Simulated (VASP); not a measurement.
Input of a VASP 6.6.1 run:

The input INCAR:

```
PREC = Accurate
ENCUT = 520
EDIFF = 1E-7
ISMEAR = -1
SIGMA = 0.01
LREAL = Auto
LASPH = True
NELM = 60
ALGO = Normal
ISIF = 2
LWAVE = False
LCHARG = True
GGA = PE
LELF = True
LVHAR = True
NBANDS = 168
```

The input KPOINTS:

```
Automatic mesh
0
Gamma
  3 3 3
```

POSCAR

```
Li27ClF26
1.0
    0.0000000000      6.0420000000      6.0420000000
    6.0420000000      0.0000000000      6.0420000000
    6.0420000000      6.0420000000      0.0000000000
Li Cl F
27 1 26
Direct
    0.0000208226      0.0000208226      0.0000208226
   -0.0156646057     -0.0156646057      0.3489979390
    0.0000208226      0.0000208226      0.6666041988
   -0.0156646057      0.3489979390     -0.0156646057
   -0.0156646057      0.3489979390      0.3489979390
    0.0019832772      0.3313500561      0.6666666667
    0.0000208226      0.6666041988      0.0000208226
    0.0019832772      0.6666666667      0.3313500561
    0.0019832772      0.6666666667      0.6666666667
    0.3489979390     -0.0156646057     -0.0156646057
    0.3489979390     -0.0156646057      0.3489979390
    0.3313500561      0.0019832772      0.6666666667
    0.3489979390      0.3489979390     -0.0156646057
    0.3333125107      0.3333125107      0.3333125107
    0.3333125107      0.3333125107      0.6667291346
    0.3313500561      0.6666666667      0.0019832772
    0.3333125107      0.6667291346      0.3333125107
    0.3313500561      0.6666666667      0.6666666667
    0.6666041988      0.0000208226      0.0000208226
    0.6666666667      0.0019832772      0.3313500561
    0.6666666667      0.0019832772      0.6666666667
    0.6666666667      0.3313500561      0.0019832772
    0.6667291346      0.3333125107      0.3333125107
    0.6666666667      0.3313500561      0.6666666667
    0.6666666667      0.6666666667      0.0019832772
    0.6666666667      0.6666666667      0.3313500561
    0.6666666667      0.6666666667      0.6666666667
    0.1666666667      0.1666666667      0.1666666667
    0.1666666667      0.1666666667      0.5064213661
    0.1666666667      0.1666666667      0.8269119672
    0.1666666667      0.5064213661      0.1666666667
    0.1659009473      0.5002552398      0.5002552398
    0.1666666667      0.5064213661      0.8269119672
    0.1666666667      0.8269119672      0.1666666667
    0.1666666667      0.8269119672      0.5064213661
    0.1674323860      0.8330780935      0.8330780935
    0.5064213661      0.1666666667      0.1666666667
    0.5002552398      0.1659009473      0.5002552398
    0.5064213661      0.1666666667      0.8269119672
    0.5002552398      0.5002552398      0.1659009473
    0.5002552398      0.5002552398      0.5002552398
    0.5024114714      0.5024114714      0.8309218619
    0.5064213661      0.8269119672      0.1666666667
    0.5024114714      0.8309218619      0.5024114714
    0.5024114714      0.8309218619      0.8309218619
    0.8269119672      0.1666666667      0.1666666667
    0.8269119672      0.1666666667      0.5064213661
    0.8330780935      0.1674323860      0.8330780935
    0.8269119672      0.5064213661      0.1666666667
    0.8309218619      0.5024114714      0.5024114714
    0.8309218619      0.5024114714      0.8309218619
    0.8330780935      0.8330780935      0.1674323860
    0.8309218619      0.8309218619      0.5024114714
    0.8330780935      0.8330780935      0.8330780935
```

Potentials or basis: VASP PAW PBE potentials, release 64 (Li_sv, Cl, F).

Command:

```sh
$ cat potpaw_PBE.64/Li_sv/POTCAR potpaw_PBE.64/Cl/POTCAR potpaw_PBE.64/F/POTCAR > POTCAR
$ mpirun -np 1 vasp_std > vasp.out
```

Problem. What does it give for the largest force?

Solution. 0.020 eV/Å.

Problem. What does it give for the band gap on the k mesh?

Solution. 8.17 eV.

Forces on the atoms (eV/Å):
```
Li   0.000  0.000  0.000
Li   0.000  0.000  0.020
Li   0.000  0.000  0.000
Li   0.000  0.020  0.000
Li  -0.020  0.000  0.000
Li   0.006 -0.006  0.000
Li   0.000  0.000  0.000
Li   0.006  0.000 -0.006
Li   0.000 -0.006 -0.006
Li   0.020  0.000  0.000
Li   0.000 -0.020  0.000
Li  -0.006  0.006  0.000
Li   0.000  0.000 -0.020
Li   0.000  0.000  0.000
Li   0.000  0.000  0.000
Li  -0.006  0.000  0.006
Li   0.000  0.000  0.000
Li   0.000  0.006  0.006
Li   0.000  0.000  0.000
Li   0.000  0.006 -0.006
Li  -0.006  0.000 -0.006
Li   0.000 -0.006  0.006
Li   0.000  0.000  0.000
Li   0.006  0.000  0.006
Li  -0.006 -0.006  0.000
Li   0.006  0.006  0.000
Li   0.000  0.000  0.000
Cl   0.000  0.000  0.000
F    0.007  0.007  0.000
F   -0.007 -0.007  0.000
F    0.007  0.000  0.007
F    0.001 -0.001 -0.001
F    0.000 -0.007  0.007
F   -0.007  0.000 -0.007
F    0.000  0.007 -0.007
F   -0.001  0.001  0.001
F    0.000  0.007  0.007
F   -0.001  0.001 -0.001
F   -0.007  0.000  0.007
F   -0.001 -0.001  0.001
F    0.001  0.001  0.001
F    0.000  0.000  0.000
F   -0.007  0.007  0.000
F    0.000  0.000  0.000
F    0.000  0.000  0.000
F    0.000 -0.007 -0.007
F    0.007  0.000 -0.007
F    0.001 -0.001  0.001
F    0.007 -0.007  0.000
F    0.000  0.000  0.000
F    0.000  0.000  0.000
F    0.001  0.001 -0.001
F    0.000  0.000  0.000
F   -0.001 -0.001 -0.001
```
